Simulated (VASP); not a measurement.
Write the native input for VASP 6.6.1 that does the following.

* Task: single point
* Functional: PBE
* Potentials or basis: VASP PAW PBE potentials, release 64 (Mo_sv, C)
* Cutoff: 520 eV
* k mesh: 6 × 6 × 1
* Occupations: gaussian, width 0.1 eV
* Spin: no spin polarisation
* Dipole correction: yes
* Further INCAR settings: ALGO = Normal; EDIFF = 1e-06; NBANDS = 53

The structure of Mo6C lies in POSCAR:

```
Mo6C
1.0
    4.4695765307      0.0000000000      0.0000000000
   -2.2347882654      3.8707668198      0.0000000000
    0.0000000000      0.0000000000     19.7595667302
Mo C
6 1
Direct
    0.6666666667      0.3333333333      0.2024335885
    0.3333333333      0.6666666666      0.2486060831
    0.0000000000      0.0000000000      0.2947785778
    0.6666666667      0.3333333333      0.3368821123
    0.3333333333      0.6666666666      0.3779725567
    0.0000000000      0.0000000000      0.4180034331
    0.2222222222      0.1111111111      0.4962679307
```

The input as run:

INCAR

```
SYSTEM = Mo6C
PREC     = Accurate       ! precision mode
ENCUT    = 520            ! plane-wave cutoff, eV
EDIFF    = 1E-6           ! SCF threshold, eV
ISMEAR   = 0              ! smearing method
SIGMA    = 0.1            ! smearing width, eV
LREAL    = .FALSE.        ! projectors in reciprocal space
LASPH    = .TRUE.         ! aspherical terms in the spheres
NELM     = 100            ! most SCF steps
ALGO     = Normal         ! electronic algorithm
ISIF     = 2              ! what is computed and relaxed
LWAVE    = .FALSE.        ! write WAVECAR
LCHARG   = .FALSE.        ! write CHGCAR
LDIPOL   = .TRUE.       
IDIPOL   = 3            
DIPOL    = 0.5 0.5 0.339
GGA      = PE             ! functional
NBANDS   = 53             ! bands
```

KPOINTS

```
regular mesh
0
G
  6 6 1
  0 0 0
```

Potentials or basis: VASP PAW PBE potentials, release 64 (Mo_sv, C).

Run with:

```console
$ cat potpaw_PBE.64/Mo_sv/POTCAR potpaw_PBE.64/C/POTCAR > POTCAR
$ mpirun -np 1 vasp_std > vasp.out
```

Results of the run:

| Item | Value |
| --- | --- |
| Largest force | 3.131 eV/Å |
| Band gap on the k mesh | zero (bands 44 and 45 overlap by 0.27 eV) |

Run time: 13 min on 1 thread of Intel(R) Xeon(R) Platinum 8259CL CPU @ 2.50GHz (Skylake/Cascade Lake) (shared host), peak memory 0.54 GiB.
